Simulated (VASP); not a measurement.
# Ba2LuRuN6 (Fm-3m) in VASP: notebook

Ba2LuRuN6 is run at these levels: PBE, LDA; tasks: single point.

Everything below comes from runs of VASP 6.6.1. Logs are shortened: lines on timing, memory, paths and dates and some standing lists are left out, and cuts for length are marked.

## (1) The cell of the first run

Symmetry: Fm-3m, No. 225, cubic system. Conventional cell: a = 8.401 Å, b = 8.401 Å, c = 8.401 Å, α = 90.00°, β = 90.00°, γ = 90.00°. Lu (site symmetry m-3m) has 6 N at 2.21 Å within 2.9 Å. Within 2.6 Å of N (site symmetry 4mm) lie 1 Ru at 1.99 Å and 1 Lu at 2.21 Å. Ru (site symmetry m-3m) has 6 N at 1.99 Å within 2.6 Å. Ba (site symmetry -43m) has 12 N at 2.97 Å and 4 Lu at 3.64 Å and 4 Ru at 3.64 Å within 3.9 Å.

## (2) Single point, PBE

INCAR

```
PREC = Accurate
ENCUT = 700
EDIFF = 1E-6
ISMEAR = -1
SIGMA = 0.1
LREAL = False
LASPH = True
NELM = 120
ALGO = Normal
ISIF = 2
LWAVE = False
LCHARG = False
GGA = PE
NBANDS = 56
GGA_COMPAT = False
```

KPOINTS

```
Automatic mesh
0
Gamma
  4 4 4
```

POSCAR

```
Ba2LuRuN6
1.0
    0.0000000000      4.2007400000      4.2007400000
    4.2007400000      0.0000000000      4.2007400000
    4.2007400000      4.2007400000      0.0000000000
Lu N Ru Ba
1 6 1 2
Direct
    0.0000000000      0.0000000000      0.0000000000
    0.7369000000      0.2631000000      0.2631000000
    0.2631000000      0.7369000000      0.2631000000
    0.2631000000      0.7369000000      0.7369000000
    0.7369000000      0.2631000000      0.7369000000
    0.2631000000      0.2631000000      0.7369000000
    0.7369000000      0.7369000000      0.2631000000
    0.5000000000      0.5000000000      0.5000000000
    0.2500000000      0.2500000000      0.2500000000
    0.7500000000      0.7500000000      0.7500000000
```

Potentials or basis: VASP PAW PBE potentials, release 64 (Lu, N, Ru_sv, Ba_sv).

Launch:

```bash
$ cat potpaw_PBE.64/Lu/POTCAR potpaw_PBE.64/N/POTCAR potpaw_PBE.64/Ru_sv/POTCAR potpaw_PBE.64/Ba_sv/POTCAR > POTCAR
$ mpirun -np 1 vasp_std > vasp.out
```

OUTCAR:

```text
PREC = Accurate
   ENCUT = 700
   EDIFF = 1E-6
   ISMEAR = -1
   LREAL = False
   LASPH = True
   NELM = 120
   ISIF = 2
   GGA = PE

 ion  position               nearest neighbor table
   1  0.000  0.000  0.000-   2 2.21   3 2.21   4 2.21   5 2.21   6 2.21   7 2.21  10 3.64  10 3.64
                            10 3.64   9 3.64  10 3.64   9 3.64   9 3.64   9 3.64
   2  0.737  0.263  0.263-   8 1.99   1 2.21   9 2.97   9 2.97  10 2.97  10 2.97
   3  0.263  0.737  0.263-   8 1.99   1 2.21   9 2.97   9 2.97  10 2.97  10 2.97
   4  0.263  0.737  0.737-   8 1.99   1 2.21   9 2.97   9 2.97  10 2.97  10 2.97
   5  0.737  0.263  0.737-   8 1.99   1 2.21   9 2.97   9 2.97  10 2.97  10 2.97
   6  0.263  0.263  0.737-   8 1.99   1 2.21   9 2.97   9 2.97  10 2.97  10 2.97
   7  0.737  0.737  0.263-   8 1.99   1 2.21   9 2.97   9 2.97  10 2.97  10 2.97
   8  0.500  0.500  0.500-   2 1.99   3 1.99   4 1.99   5 1.99   6 1.99   7 1.99   9 3.64   9 3.64
                             9 3.64   9 3.64  10 3.64  10 3.64  10 3.64  10 3.64
   9  0.250  0.250  0.250-   2 2.97   3 2.97   6 2.97   4 2.97   5 2.97   6 2.97   3 2.97   4 2.97
                             7 2.97   2 2.97   5 2.97   7 2.97   1 3.64   8 3.64   1 3.64   8 3.64
  10  0.750  0.750  0.750-   3 2.97   4 2.97   6 2.97   2 2.97   5 2.97   6 2.97   2 2.97   3 2.97
                             7 2.97   4 2.97   5 2.97   7 2.97   1 3.64   8 3.64   8 3.64   8 3.64

  LATTYP: Found a face centered cubic cell.
 ALAT       =     8.4014800000

  Lattice vectors:

 A1 = (   0.0000000000,   4.2007400000,   4.2007400000)
 A2 = (   4.2007400000,   0.0000000000,   4.2007400000)
 A3 = (   4.2007400000,   4.2007400000,   0.0000000000)

Analysis of symmetry for initial positions (statically):
=====================================================================
 Subroutine PRICEL returns:
 Original cell was already a primitive cell.

 Routine SETGRP: Setting up the symmetry group for a
 face centered cubic supercell.

 Subroutine GETGRP returns: Found 48 space group operations
 (whereof 48 operations were pure point group operations)
 out of a pool of 48 trial point group operations.

The static configuration has the point symmetry O_h .

Analysis of symmetry for dynamics (positions and initial velocities):
=====================================================================
 Subroutine PRICEL returns:
 Original cell was already a primitive cell.

 Routine SETGRP: Setting up the symmetry group for a
 face centered cubic supercell.

 Subroutine GETGRP returns: Found 48 space group operations
[... 112 lines left out ...]
   PSTRESS=    0.0 pullay stress
   NELECT =      91.0000    total number of electrons
   NUPDOWN=      -1.0000    fix difference up-down
   EMIN   =  10.00;   EMAX   =-10.00  energy-range for DOS
   EFERMI =   0.00;   METHOD = LEGACY
   ISMEAR =    -1;   SIGMA  =   0.10  broadening in eV -4-tet -1-fermi 0-gaus
   EFERMI_NEDOS =   21; number of points for ismear=-14 and -15
   IALGO  =     38    algorithm
   IMIX   =      4    mixing-type and parameters
     AMIX     =   0.40;   BMIX     =  1.00
     AMIX_MAG =   1.60;   BMIX_MAG =  1.00
  volume/ion in A,a.u.               =      14.83       100.05
  Fermi-wavevector in a.u.,A,eV,Ry     =   1.391296  2.629168 26.336854  1.935704
  Thomas-Fermi vector in A             =   2.515149
   LORBIT       =      0    0 simple, 1 ext, 2 COOP (PROOUT), +10 PAW based schemes
   GGA     = PE    functional components
   LHFCALC =     F    Hartree Fock is set to
   AEXX    =    0.0000 exact exchange contribution
   IVDW    =     0    specifies the selected vdW correction
   LEPSILON=     F    determine dielectric tensor
   LRPA    =     F    only Hartree local field effects (RPA)
 non-spin polarized calculation
  energy-cutoff  :      700.00
  volume of cell :      148.25
 maximum number of plane-waves:      6254
 NGX is ok and might be reduce to    54
   NGX = 25   NGY = 25   NGZ = 25

 number of electron      90.9999999 magnetization

 Free energy of the ion-electron system (eV)
  ---------------------------------------------------
  ext. energy  EPLUGINS =         0.00000000
  ---------------------------------------------------
  free energy    TOTEN  =       -66.84943116 eV

  energy without entropy =      -66.55016589  energy(sigma->0) =      -66.69979852

 E-fermi :   3.7984     XC(G=0): -11.0790

 val. band max:        3.7879141977   @ k =  -0.2500   0.2500   0.0000
 cond. band min:       3.8533758981   @ k =   0.0000   0.0000   0.0000
 fundamental gap:      0.0654617003
 Fermi energy:         3.7983579473

 k-point     1 :       0.0000    0.0000    0.0000
  band No.  band energies     occupation
      1     -70.6913      2.00000
      2     -49.9501      2.00000
      3     -40.5920      2.00000
      4     -40.5920      2.00000
      5     -40.5920      2.00000
      6     -22.0962      2.00000
[... 461 lines left out ...]
     55      10.4767      0.00000
     56      10.7647      0.00000

------------------------ aborting loop because EDIFF is reached ----------------------------------------

  FORCE on cell =-STRESS in cart. coord.  units (eV):
  Direction    XX          YY          ZZ          XY          YZ          ZX
  --------------------------------------------------------------------------------------
  -------------------------------------------------------------------------------------
  Total        1.4785936      1.4785936      1.4785936     -0.0000000     -0.0000000      0.0000000
  in kB       15.9790889     15.9790889     15.9790889     -0.0000000     -0.0000000      0.0000000
  external PRESSURE =      15.9790889 kB  Pullay stress =       0.0000000 kB

 VOLUME and BASIS-vectors are now :
 -----------------------------------------------------------------------------
  energy-cutoff  :      700.00
  volume of cell :      148.25
      direct lattice vectors                 reciprocal lattice vectors
     0.000000000  4.200740000  4.200740000    -0.119026648  0.119026648  0.119026648
     4.200740000  0.000000000  4.200740000     0.119026648 -0.119026648  0.119026648
     4.200740000  4.200740000  0.000000000     0.119026648  0.119026648 -0.119026648

 POSITION                                       TOTAL-FORCE (eV/Angst)
 -----------------------------------------------------------------------------------
      0.00000      0.00000      0.00000         0.000000      0.000000      0.000000
      2.21043      4.20074      4.20074         0.881733      0.000000      0.000000
      4.20074      2.21043      4.20074         0.000000      0.881733      0.000000
      6.19105      4.20074      4.20074        -0.881733      0.000000      0.000000
      4.20074      6.19105      4.20074         0.000000     -0.881733      0.000000
      4.20074      4.20074      2.21043         0.000000      0.000000      0.881733
      4.20074      4.20074      6.19105         0.000000      0.000000     -0.881733
      4.20074      4.20074      4.20074         0.000000      0.000000      0.000000
      2.10037      2.10037      2.10037         0.000000     -0.000000     -0.000000
      6.30111      6.30111      6.30111         0.000000      0.000000      0.000000
 -----------------------------------------------------------------------------------
    total drift:                                0.000000      0.000000      0.000000

  FREE ENERGIE OF THE ION-ELECTRON SYSTEM (eV)
  ---------------------------------------------------
  free  energy   TOTEN  =       -66.8494311564 eV

  energy  without entropy=      -66.5501658912  energy(sigma->0) =      -66.69979852
```

OSZICAR:

```text
N       E                     dE             d eps       ncg     rms          rms(c)
DAV:   1     0.103956106186E+04    0.10396E+04   -0.51981E+04  1392   0.463E+03
DAV:   2     0.839846025261E+02   -0.95558E+03   -0.90499E+03  1184   0.898E+02
DAV:   3    -0.712870890925E+02   -0.15527E+03   -0.14849E+03  1168   0.222E+02
DAV:   4    -0.845577589299E+02   -0.13271E+02   -0.13033E+02  1120   0.595E+01
[... 11 lines left out ...]
DAV:  16    -0.668494225406E+02   -0.19037E-04   -0.23053E-04  1392   0.443E-01    0.311E-02
DAV:  17    -0.668494411574E+02   -0.18617E-04   -0.14671E-04  1408   0.107E-01    0.266E-02
DAV:  18    -0.668494347245E+02    0.64330E-05   -0.16784E-05  1352   0.362E-02    0.177E-02
DAV:  19    -0.668494311017E+02    0.36227E-05   -0.15713E-05  1256   0.273E-02    0.505E-03
DAV:  20    -0.668494311564E+02   -0.54682E-07   -0.12474E-06   648   0.378E-02
   1 F= -.66849431E+02 E0= -.66699799E+02  d E =-.299265E+00
```

stdout:

```text
POSCAR found type information on POSCAR LuN RuBa
 POSCAR found :  4 types and      10 ions
 scaLAPACK will be used
 LDA part: xc-table for (Slater+PW92), standard interpolation
 POSCAR, INCAR and KPOINTS ok, starting setup
 FFT: planning ... GRIDC
 FFT: planning ... GRID_SOFT
 FFT: planning ... GRID
 WAVECAR not read
 entering main loop
```

Wall time 2.8 min (1 thread of Intel Xeon Platinum 8488C (Sapphire Rapids), shared host); peak memory 0.43 GiB.

Results:

| Item | Value |
| --- | --- |
| Free energy | -66.8494 eV |
| Pressure | 1.6 GPa |
| Largest force | 0.882 eV/Å |
| Band gap on the k mesh | zero (an odd number of electrons rules out a gap without spin polarisation) |

Forces on the atoms (eV/Å):
```
Lu   0.000  0.000  0.000
N    0.882  0.000  0.000
N    0.000  0.882  0.000
N   -0.882  0.000  0.000
N    0.000 -0.882  0.000
N    0.000  0.000  0.882
N    0.000  0.000 -0.882
Ru   0.000  0.000  0.000
Ba   0.000  0.000  0.000
Ba   0.000  0.000  0.000
```

Caveat: spin-orbit coupling is left out, which moves the levels of the heavy elements; an odd number of electrons without spin polarisation forces a metal; a magnetic or distorted state may lie lower.

## (3) Single point, LDA

Changes to INCAR since step 2:

```diff
@@ -11,4 +11,6 @@
 LWAVE = False
-LCHARG = False
-GGA = PE
+LCHARG = True
+GGA = CA
+LELF = True
+LVHAR = True
 NBANDS = 56
```

KPOINTS

```
regular mesh
0
Gamma
  4 4 4
```

POSCAR is that of step 2.

Potentials or basis: VASP PAW PBE potentials, release 64 (Lu, N, Ru_sv, Ba_sv).

Launch:

```bash
$ cat potpaw_PBE.64/Lu/POTCAR potpaw_PBE.64/N/POTCAR potpaw_PBE.64/Ru_sv/POTCAR potpaw_PBE.64/Ba_sv/POTCAR > POTCAR
$ mpirun -np 1 vasp_std > vasp.out
```

Wall time 3.9 min (1 thread of AMD EPYC 9R45 (Zen 5), shared host); peak memory 0.35 GiB.

It converged, with:

- Free energy: -75.7719 eV
- Pressure: -7.4 GPa
- Largest force: 0.971 eV/Å
- Band gap on the k mesh: zero (an odd number of electrons rules out a gap without spin polarisation)

Forces in eV/Å, atoms in the order of the input:
```
Lu   0.000  0.000  0.000
N    0.971  0.000  0.000
N    0.000  0.971  0.000
N   -0.971  0.000  0.000
N    0.000 -0.971  0.000
N    0.000  0.000  0.971
N    0.000  0.000 -0.971
Ru   0.000  0.000  0.000
Ba   0.000  0.000  0.000
Ba   0.000  0.000  0.000
```

Levels at points of the mesh, in eV from the Fermi level:
```tsv
k point	band 42	band 43	band 44	band 45	band 46	band 47	band 48	band 49
(0.00, 0.00, 0.00)	0.04	0.04	0.04	0.49	0.49	0.49	0.62	0.62
(0.50, 0.00, 0.00)	-0.35	-0.35	-0.27	-0.26	-0.26	0.14	0.47	0.80
(0.50, 0.50, 0.00)	-0.82	-0.66	-0.66	-0.65	0.07	0.07	0.49	1.20
```

Caveat: the cell stands under tension; the PAW data sets were made with another functional, which shifts forces and pressure a little; spin-orbit coupling is left out, which moves the levels of the heavy elements; an odd number of electrons without spin polarisation forces a metal; a magnetic or distorted state may lie lower.

The gap in the log of VASP goes by the Fermi energy; the results here count the filled bands.